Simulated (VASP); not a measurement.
Write the native input for VASP 6.6.1 that does the following.

```
Task                   : single point
Functional             : PBEsol
Potentials or basis    : VASP PAW PBE potentials, release 64 (Li_sv)
Cutoff                 : 520 eV
k mesh                 : 6 × 6 × 2
Occupations            : gaussian, width 0.1 eV
Spin                   : no spin polarisation
Dipole correction      : no
Further INCAR settings : ALGO = Normal; EDIFF = 1e-06; NBANDS = 12
```

The structure of Li lies in POSCAR:

```
Li
1.0
    2.7649565875     -1.6058318804      0.0000000000
    2.7649565875      1.6058318804      0.0000000000
   -1.8808005507      0.0000000000      8.1001643417
Li
3
Direct
    0.0000000000      0.0000000000      0.0000000000
    0.2224150000      0.2224150000      0.6666760000
    0.7775850000      0.7775850000      0.3333240000
```

This cell differs from its parent crystal: Na replaced by Li, lengths x 0.863, strained.

The input as run:

INCAR

```
SYSTEM = Li
  ALGO = Normal
  EDIFF = 1E-6
  ENCUT = 520
  GGA = PS
  ISIF = 2
  ISMEAR = 0
  LASPH = .TRUE.
  LCHARG = .FALSE.
  LREAL = .FALSE.
  LWAVE = .FALSE.
  NBANDS = 12
  NELM = 60
  PREC = Accurate
  SIGMA = 0.1
```

KPOINTS

```
k-points
0
G
  6 6 2
  0 0 0
```

Potentials or basis: VASP PAW PBE potentials, release 64 (Li_sv).

Launch:

```bash
$ cat potpaw_PBE.64/Li_sv/POTCAR > POTCAR
$ mpirun -np 1 vasp_std > vasp.out
```

Results of the run:

```json
{
  "Largest force": "0.006 eV/Å"
}
```

Caveat: the k points lie up to 0.39 Å⁻¹ apart; the cell differs from its parent crystal (Na replaced by Li, lengths x 0.863, strained); the PAW data sets were made with another functional, which shifts forces and pressure a little.

Wall time 6 s on 1 thread of Intel(R) Xeon(R) 6975P-C (Granite Rapids), on a shared host, peak memory 0.17 GiB.
